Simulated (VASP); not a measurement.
Wanted: the native input for a VASP 6.6.1 run.

| Quantity | Value |
| --- | --- |
| Task | single point |
| Functional | r2SCAN |
| Potentials or basis | VASP PAW PBE potentials, release 64 (Al, P) |
| Cutoff | 550 eV |
| k mesh | 6 × 6 × 6 |
| Occupations | gaussian, width 0.1 eV |
| Spin | no spin polarisation |
| Dipole correction | no |
| Further INCAR settings | ALGO = Normal; EDIFF = 1e-06; NBANDS = 11 |

Crystal: AlP.

```xyz
2
Lattice="0.0000 2.7255 2.7255 2.7255 0.0000 2.7255 2.7255 2.7255 0.0000" Properties=species:S:1:pos:R:3 pbc="T T T"
Al    0.0000    0.0000    0.0000
P     4.0882    4.0882    4.0882
```

The input as run:

POSCAR

```
AlP
1.0
    0.0000000000      2.7255000000      2.7255000000
    2.7255000000      0.0000000000      2.7255000000
    2.7255000000      2.7255000000      0.0000000000
Al P
1 1
Direct
    0.0000000000      0.0000000000      0.0000000000
    0.7500000000      0.7500000000      0.7500000000
```

INCAR.step1

```
PREC     = Accurate       # precision mode
ENCUT    = 550            # plane-wave cutoff, eV
ISMEAR   = 0              # smearing method
SIGMA    = 0.1            # smearing width, eV
LREAL    = F              # projectors in reciprocal space
LASPH    = T              # aspherical terms in the spheres
NELM     = 120            # most SCF steps
NBANDS   = 11             # bands
GGA      = PE             # functional
ALGO     = Normal         # electronic algorithm
EDIFF    = 1E-5           # SCF threshold, eV
LWAVE    = T              # write WAVECAR
LCHARG   = F              # write CHGCAR
GGA_COMPAT= F
```

INCAR.step2

```
PREC     = Accurate       # precision mode
ENCUT    = 550            # plane-wave cutoff, eV
EDIFF    = 1E-6           # SCF threshold, eV
ISMEAR   = 0              # smearing method
SIGMA    = 0.1            # smearing width, eV
LREAL    = F              # projectors in reciprocal space
LASPH    = T              # aspherical terms in the spheres
NELM     = 120            # most SCF steps
ALGO     = Normal         # electronic algorithm
ISIF     = 2              # what is computed and relaxed
LWAVE    = F              # write WAVECAR
LCHARG   = T              # write CHGCAR
METAGGA  = R2SCAN         # meta-GGA
LMIXTAU  = T            
LELF     = T              # ELF
LVHAR    = T            
NBANDS   = 11             # bands
ISTART   = 1            
GGA_COMPAT= F
```

KPOINTS

```
Automatic mesh
0
Gamma
  6 6 6
```

Potentials or basis: VASP PAW PBE potentials, release 64 (Al, P).

The run is started by

```console
$ cat potpaw_PBE.64/Al/POTCAR potpaw_PBE.64/P/POTCAR > POTCAR
$ cp INCAR.step1 INCAR
$ mpirun -np 1 vasp_std > vasp.out
$ cp INCAR.step2 INCAR
$ mpirun -np 1 vasp_std > vasp.out
```

Results of the run:

| Quantity | Value |
| --- | --- |
| Pressure | 1.1 GPa |
| Band gap on the k mesh | 1.90 eV, indirect (least direct gap 4.05 eV) |

Caveat: the PAW data sets were made with another functional, which shifts forces and pressure a little.

Run time: 32 s on 1 thread of Intel(R) Xeon(R) Platinum 8488C (Sapphire Rapids), on a shared host, peak memory 0.17 GiB.
